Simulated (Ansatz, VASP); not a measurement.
# AlN in VASP and in Ansatz

```
CELL_PARAMETERS angstrom
3.52221 0.00000 0.00000
0.00000 4.88713 0.00000
-1.42344 0.00000 3.22176
ATOMIC_POSITIONS crystal
Al 0.50000 0.80866 0.50000
Al 0.50000 0.19134 0.50000
Al 0.50000 0.30866 0.00000
N 0.00000 0.30866 0.50000
N 0.50000 0.69134 0.00000
N 0.00000 0.69134 0.50000
```

Alike in both runs: task relaxation of cell and atoms; functional PBE; k mesh 6 × 4 × 6; occupations gaussian, width 0.1 eV; no spin polarisation.

```csv
,VASP,Ansatz
version,VASP 6.6.1,Ansatz 0.2.0
potentials or method,"VASP PAW PBE potentials, release 64 (Al, N), cutoff 600 eV","scalar-relativistic, plane waves, PAW"
valence electrons in the cell,24,24
```

```csv
,VASP,Ansatz,Ansatz less VASP
"gap on the k mesh at the Fermi level, each at its own relaxed structure (eV)",none,none,-
relaxed volume (Å³/atom),12.34,13.71,+1.372
relaxed length of the cell vector where the two differ most in proportion (Å),7.163,6.379,-0.7833
```

A gap of «none» marks a metal or a gap that the smearing closes. One of these differences is far larger than is usual between the two programs; its cause wasn't traced.

Noted on VASP's run: the volume moved by over 15 % at a fixed basis, so the end points are rough.
